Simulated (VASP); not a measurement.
Write the native input for VASP 6.6.1 that does the following.

```yaml
Task: single point
Functional: LDA
Potentials_or_basis: VASP PAW LDA potentials, release 64 (Ir)
Cutoff: 500 eV
k_mesh: 18 × 18 × 10
Occupations: gaussian, width 0.15 eV
Spin: no spin polarisation
Dipole_correction: no
Further_INCAR_settings: ALGO = Normal; EDIFF = 1e-06; NBANDS = 16
```

The structure of Ir lies in POSCAR:

```
Ir
1.0
    2.6241000000      0.0000000000      0.0000000000
   -1.3120500000      2.2725372621      0.0000000000
    0.0000000000      0.0000000000      4.1523000000
Ir
2
Direct
    0.6666666667      0.3333333333      0.7500000000
    0.3333333333      0.6666666667      0.2500000000
```

This isn't the form of Ir at room conditions, which is fcc.

One way to write it, as run:

INCAR

```
SYSTEM = Ir
  ALGO = Normal
  EDIFF = 1E-6
  ENCUT = 500
  GGA_COMPAT = .FALSE.
  ISIF = 2
  ISMEAR = 0
  LASPH = .TRUE.
  LCHARG = .FALSE.
  LREAL = .FALSE.
  LWAVE = .FALSE.
  NBANDS = 16
  NELM = 120
  PREC = Accurate
  SIGMA = 0.15
```

KPOINTS

```
k-points
0
G
  18 18 10
  0 0 0
```

Potentials or basis: VASP PAW LDA potentials, release 64 (Ir).

Run with:

```console
$ cat potpaw_LDA.64/Ir/POTCAR > POTCAR
$ mpirun -np 1 vasp_std > vasp.out
```

It gave:

The pressure is 67.1 GPa and the band gap on the k mesh is zero (bands 9 and 10 overlap by 4.25 eV).

Caveat: the cell stands under pressure; spin-orbit coupling is left out, which moves the levels of the heavy elements.

It took 120 s on 1 thread of AMD EPYC 7R13, on a shared host, peak memory 0.15 GiB.
